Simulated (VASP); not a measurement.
Input of a VASP 6.6.1 run:

The input INCAR:

```
ALGO = Normal ; EDIFF = 1E-6
ENCUT = 520 ; GGA = PS
ISIF = 2 ; ISMEAR = -1
LASPH = True ; LCHARG = False
LREAL = False ; LWAVE = False
NBANDS = 35 ; NELM = 60
PREC = Accurate ; SIGMA = 0.05
```

The input KPOINTS:

```
k-points
0
Gamma
  10 10 2
```

The input POSCAR:

```
MoS2
1.0
    3.1242140909      0.0000000000      0.0000000000
   -1.5621070454      2.7056487696      0.0000000000
    0.0000000000      0.0000000000     12.0126077270
Mo S
2 4
Direct
    0.3333333333      0.6666666667      0.7499016102
    0.6666666667      0.3333333333      0.2500983898
    0.6666666667      0.3333333333      0.6199204148
    0.3333333333      0.6666666667      0.1201206587
    0.6666666667      0.3333333333      0.8798793413
    0.3333333333      0.6666666667      0.3800795852
```

Potentials or basis: VASP PAW PBE potentials, release 64 (Mo_sv, S).

The run is started by

```console
$ cat potpaw_PBE.64/Mo_sv/POTCAR potpaw_PBE.64/S/POTCAR > POTCAR
$ mpirun -np 1 vasp_std > vasp.out
```

Estimate the pressure.

2.0 GPa.

Estimate the band gap on the k mesh.

0.76 eV (least direct gap 1.97 eV).

Caveat: semilocal functionals underestimate gaps, and a narrow one can read as zero; the PAW data sets were made with another functional, which shifts forces and pressure a little; this functional lacks dispersion, which binds layers or chains, so the pressure and a relaxed spacing across them are unreliable. A k mesh can miss the band edges.
